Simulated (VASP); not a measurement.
# SrO (Fm-3m) in VASP: notebook, part 3 of 3

VASP 6.6.1. The steps go on from the part before.

## (5) Relaxation of cell and atoms, PBE

This run uses another cell than the first one, of 16.20 Å³/atom, 0.925 times its volume.

File INCAR:

```
  PREC = Accurate
  ENCUT = 600
  EDIFF = 1E-7
  ISMEAR = -1
  SIGMA = 0.1
  LREAL = False
  LASPH = True
  NELM = 120
  ALGO = Normal
  ISIF = 3
  LWAVE = False
  LCHARG = False
  GGA = PE
  IBRION = 2
  NSW = 60
  EDIFFG = -0.01
  GGA_COMPAT = False
  NELMIN = 4
```

File KPOINTS:

```
regular mesh
0
Gamma
  6 6 6
```

File POSCAR:

```
SrO
1.0
    0.0000000000      2.5302430000      2.5302430000
    2.5302430000      0.0000000000      2.5302430000
    2.5302430000      2.5302430000      0.0000000000
Sr O
1 1
Direct
    0.0000000000      0.0000000000      0.0000000000
    0.5000000000      0.5000000000      0.5000000000
```

Potentials or basis: VASP PAW PBE potentials, release 64 (Sr_sv, O).

Started as:

```
$ cat potpaw_PBE.64/Sr_sv/POTCAR potpaw_PBE.64/O/POTCAR > POTCAR
$ mpirun -np 1 vasp_std > vasp.out
```

OUTCAR:

```text
PREC = Accurate
   ENCUT = 600
   EDIFF = 1E-7
   ISMEAR = -1
   LREAL = False
   LASPH = True
   NELM = 120
   ISIF = 3
   GGA = PE
   IBRION = 2
   NSW = 60
   EDIFFG = -0.01
   NELMIN = 4

 ion  position               nearest neighbor table
   1  0.000  0.000  0.000-   2 2.53   2 2.53   2 2.53   2 2.53   2 2.53   2 2.53
   2  0.500  0.500  0.500-   1 2.53   1 2.53   1 2.53   1 2.53   1 2.53   1 2.53

  LATTYP: Found a face centered cubic cell.
 ALAT       =     5.0604860000

  Lattice vectors:

 A1 = (   0.0000000000,   2.5302430000,   2.5302430000)
 A2 = (   2.5302430000,   0.0000000000,   2.5302430000)
 A3 = (   2.5302430000,   2.5302430000,   0.0000000000)

Analysis of symmetry for initial positions (statically):
=====================================================================
 Subroutine PRICEL returns:
[... 177 lines left out ...]
      4     -11.9139      2.00000
      5     -11.9139      2.00000
      6       1.8962      2.00000
      7       1.8962      2.00000
      8       1.8962      2.00000
      9       6.2341      0.00000
     10       8.2098      0.00000
     11       8.2098      0.00000
     12       8.2098      0.00000
[... 294 lines left out ...]
--------------------------------------- Ionic step        3  -------------------------------------------

 number of electron      16.0000001 magnetization

 Free energy of the ion-electron system (eV)
  ---------------------------------------------------
  ext. energy  EPLUGINS =         0.00000000
  ---------------------------------------------------
  free energy    TOTEN  =       -12.05373042 eV

  energy without entropy =      -12.05373040  energy(sigma->0) =      -12.05373041

 E-fermi :   3.2209     XC(G=0):  -9.8568

 val. band max:        1.4964782427   @ k =   0.0000   0.0000   0.0000
 cond. band min:       4.7791673696   @ k =   0.5000   0.5000   0.0000
 fundamental gap:      3.2826891269
 Fermi energy:         3.2208998128

 k-point     1 :       0.0000    0.0000    0.0000
  band No.  band energies     occupation
      1     -31.0220      2.00000
      2     -13.5485      2.00000
      3     -12.6951      2.00000
      4     -12.6951      2.00000
      5     -12.6951      2.00000
      6       1.4965      2.00000
      7       1.4965      2.00000
      8       1.4965      2.00000
      9       5.2268      0.00000
     10       7.6258      0.00000
     11       7.6258      0.00000
     12       7.6258      0.00000
[... 252 lines left out ...]
  FREE ENERGIE OF THE ION-ELECTRON SYSTEM (eV)
  ---------------------------------------------------
  free  energy   TOTEN  =       -12.0537304207 eV

  energy  without entropy=      -12.0537304030  energy(sigma->0) =      -12.05373041

 reached required accuracy - stopping structural energy minimisation
```

CONTCAR:

```text
SrO
   1.00000000000000
     0.0000000000000000    2.6021170990158264    2.6021170990158264
     2.6021170990158264   -0.0000000000000000    2.6021170990158264
     2.6021170990158264    2.6021170990158264    0.0000000000000000
  Sr              O
     1     1
Direct
     0.0000000000000000    0.0000000000000000    0.0000000000000000
     0.5000000000000000    0.5000000000000000    0.5000000000000000

  0.00000000E+00  0.00000000E+00  0.00000000E+00
  0.00000000E+00  0.00000000E+00  0.00000000E+00
```

Wall time 52 s (1 thread of Intel Xeon 8259CL, shared host); peak memory 0.17 GiB.

Results:

```yaml
Free_energy: -12.0537 eV
Relaxed_volume: 17.62 Å³/atom
Relaxed_cell: a = 3.680 Å, b = 3.680 Å, c = 3.680 Å, α = 60.00°, β = 60.00°, γ = 60.00°
Space_group_after_relaxing_to_0.05_Å: Fm-3m (No. 225)
Energy_gained_by_relaxing: 35.2 meV/atom
Ionic_steps: 3
Pressure_after_relaxing: 0.0 GPa
Band_gap_on_the_k_mesh: 3.28 eV, indirect (least direct gap 3.39 eV)
```

Step by step:
| step | energy change (eV) | largest force (eV/Å) | pressure (GPa) | volume (Å³) |
| --- | --- | --- | --- | --- |
| 1 | 0.0000 | 0.0000 | 8.57 | 32.40 |
| 2 | -0.0571 | 0.0000 | -2.97 | 36.63 |
| 3 | -0.0704 | 0.0000 | 0.02 | 35.24 |

Final structure:
```
CELL_PARAMETERS angstrom
0.00000 2.60212 2.60212
2.60212 0.00000 2.60212
2.60212 2.60212 0.00000
ATOMIC_POSITIONS crystal
Sr 0.00000 0.00000 0.00000
O 0.50000 0.50000 0.50000
```

Levels at points of the mesh, in eV from the valence-band top:
| k point | band 5 | band 6 | band 7 | band 8 | band 9 | band 10 | band 11 | band 12 |
| --- | --- | --- | --- | --- | --- | --- | --- | --- |
| (0.00, 0.00, 0.00) | -14.19 | 0.00 | 0.00 | 0.00 | 3.73 | 6.13 | 6.13 | 6.13 |
| (0.50, 0.00, 0.00) | -13.01 | -2.10 | -1.07 | -1.07 | 6.40 | 8.17 | 8.64 | 8.64 |
| (0.50, 0.50, 0.00) | -14.52 | -0.49 | -0.11 | -0.11 | 3.28 | 7.53 | 9.94 | 10.06 |

A k mesh can miss the band edges. PBE gaps usually lie below the measured ones, often by a third to a half.

## (6) Relaxation of cell and atoms, PBE

This run uses another cell than the first one, of 16.20 Å³/atom, 0.925 times its volume.

File INCAR:

```
ALGO     = Normal         # electronic algorithm
EDIFF    = 1E-7           # SCF threshold, eV
EDIFFG   = -0.1           # ionic threshold
ENCUT    = 600            # plane-wave cutoff, eV
GGA      = PE             # functional
GGA_COMPAT= F            
IBRION   = 2              # ionic algorithm
ISIF     = 3              # what is computed and relaxed
ISMEAR   = -1             # smearing method
LASPH    = T              # aspherical terms in the spheres
LCHARG   = F              # write CHGCAR
LREAL    = F              # projectors in reciprocal space
LWAVE    = F              # write WAVECAR
NELM     = 120            # most SCF steps
NELMIN   = 4            
NSW      = 60             # ionic steps
PREC     = Accurate       # precision mode
SIGMA    = 0.1            # smearing width, eV
```

File KPOINTS:

```
k-points
0
Gamma
  6 6 6
```

POSCAR is that of step 5.

Potentials or basis: VASP PAW PBE potentials, release 64 (Sr_sv, O).

Started as:

```
$ cat potpaw_PBE.64/Sr_sv/POTCAR potpaw_PBE.64/O/POTCAR > POTCAR
$ mpirun -np 1 vasp_std > vasp.out
```

OUTCAR:

```text
EDIFF = 1E-7
   EDIFFG = -0.1
   ENCUT = 600
   GGA = PE
   IBRION = 2
   ISIF = 3
   ISMEAR = -1
   LASPH = T
   LREAL = F
   NELM = 120
   NELMIN = 4
   NSW = 60
   PREC = Accurate

 ion  position               nearest neighbor table
   1  0.000  0.000  0.000-   2 2.53   2 2.53   2 2.53   2 2.53   2 2.53   2 2.53
   2  0.500  0.500  0.500-   1 2.53   1 2.53   1 2.53   1 2.53   1 2.53   1 2.53

  LATTYP: Found a face centered cubic cell.
 ALAT       =     5.0604860000

  Lattice vectors:

 A1 = (   0.0000000000,   2.5302430000,   2.5302430000)
 A2 = (   2.5302430000,   0.0000000000,   2.5302430000)
 A3 = (   2.5302430000,   2.5302430000,   0.0000000000)

Analysis of symmetry for initial positions (statically):
=====================================================================
 Subroutine PRICEL returns:
 Original cell was already a primitive cell.
[... 177 lines left out ...]
      5     -11.9139      2.00000
      6       1.8962      2.00000
      7       1.8962      2.00000
      8       1.8962      2.00000
      9       6.2341      0.00000
     10       8.2098      0.00000
     11       8.2098      0.00000
     12       8.2098      0.00000
[... 294 lines left out ...]
--------------------------------------- Ionic step        3  -------------------------------------------

 number of electron      16.0000001 magnetization

 Free energy of the ion-electron system (eV)
  ---------------------------------------------------
  ext. energy  EPLUGINS =         0.00000000
  ---------------------------------------------------
  free energy    TOTEN  =       -12.05373042 eV

  energy without entropy =      -12.05373040  energy(sigma->0) =      -12.05373041

 E-fermi :   3.2209     XC(G=0):  -9.8568

 val. band max:        1.4964782427   @ k =   0.0000   0.0000   0.0000
 cond. band min:       4.7791673696   @ k =   0.5000   0.5000   0.0000
 fundamental gap:      3.2826891269
 Fermi energy:         3.2208998128

 k-point     1 :       0.0000    0.0000    0.0000
  band No.  band energies     occupation
      1     -31.0220      2.00000
      2     -13.5485      2.00000
      3     -12.6951      2.00000
      4     -12.6951      2.00000
      5     -12.6951      2.00000
      6       1.4965      2.00000
      7       1.4965      2.00000
      8       1.4965      2.00000
      9       5.2268      0.00000
     10       7.6258      0.00000
     11       7.6258      0.00000
     12       7.6258      0.00000
[... 252 lines left out ...]
  FREE ENERGIE OF THE ION-ELECTRON SYSTEM (eV)
  ---------------------------------------------------
  free  energy   TOTEN  =       -12.0537304207 eV

  energy  without entropy=      -12.0537304030  energy(sigma->0) =      -12.05373041

 reached required accuracy - stopping structural energy minimisation
```

OSZICAR:

```text
N       E                     dE             d eps       ncg     rms          rms(c)
DAV:   1     0.880757243749E+02    0.88076E+02   -0.96225E+03   384   0.146E+03
DAV:   2    -0.105145926483E+02   -0.98590E+02   -0.90335E+02   540   0.266E+02
DAV:   3    -0.140904635655E+02   -0.35759E+01   -0.35467E+01   496   0.514E+01
[... 33 lines left out ...]
DAV:   7    -0.120537317139E+02   -0.94749E-04   -0.14361E-04   620   0.873E-02    0.288E-02
DAV:   8    -0.120537311453E+02    0.56860E-06   -0.69778E-06   580   0.267E-02    0.739E-03
DAV:   9    -0.120537307851E+02    0.36027E-06   -0.80243E-07   540   0.692E-03    0.299E-03
DAV:  10    -0.120537304225E+02    0.36260E-06   -0.10447E-07   244   0.377E-03    0.967E-04
DAV:  11    -0.120537304207E+02    0.17901E-08   -0.23094E-08   192   0.141E-03
   3 F= -.12053730E+02 E0= -.12053730E+02  d E =-.704163E-01
```

Run time: 45 s. Hardware: 1 thread of Intel Xeon 8259CL, shared host; peak memory 0.17 GiB.

What came out:

```yaml
Free_energy: -12.0537 eV
Relaxed_volume: 17.62 Å³/atom
Relaxed_cell: a = 3.680 Å, b = 3.680 Å, c = 3.680 Å, α = 60.00°, β = 60.00°, γ = 60.00°
Space_group_after_relaxing_to_0.05_Å: Fm-3m (No. 225)
Energy_gained_by_relaxing: 35.2 meV/atom
Ionic_steps: 3
Pressure_after_relaxing: 0.0 GPa
Band_gap_on_the_k_mesh: 3.28 eV, indirect (least direct gap 3.39 eV)
```

The path:
| step | energy change (eV) | largest force (eV/Å) | pressure (GPa) | volume (Å³) |
| --- | --- | --- | --- | --- |
| 1 | 0.0000 | 0.0000 | 8.57 | 32.40 |
| 2 | -0.0571 | 0.0000 | -2.97 | 36.63 |
| 3 | -0.0704 | 0.0000 | 0.02 | 35.24 |

Final structure:
```xyz
2
Lattice="0.0000 2.6021 2.6021 2.6021 0.0000 2.6021 2.6021 2.6021 0.0000" Properties=species:S:1:pos:R:3 pbc="T T T"
Sr    0.0000    0.0000    0.0000
O     2.6021    2.6021    2.6021
```
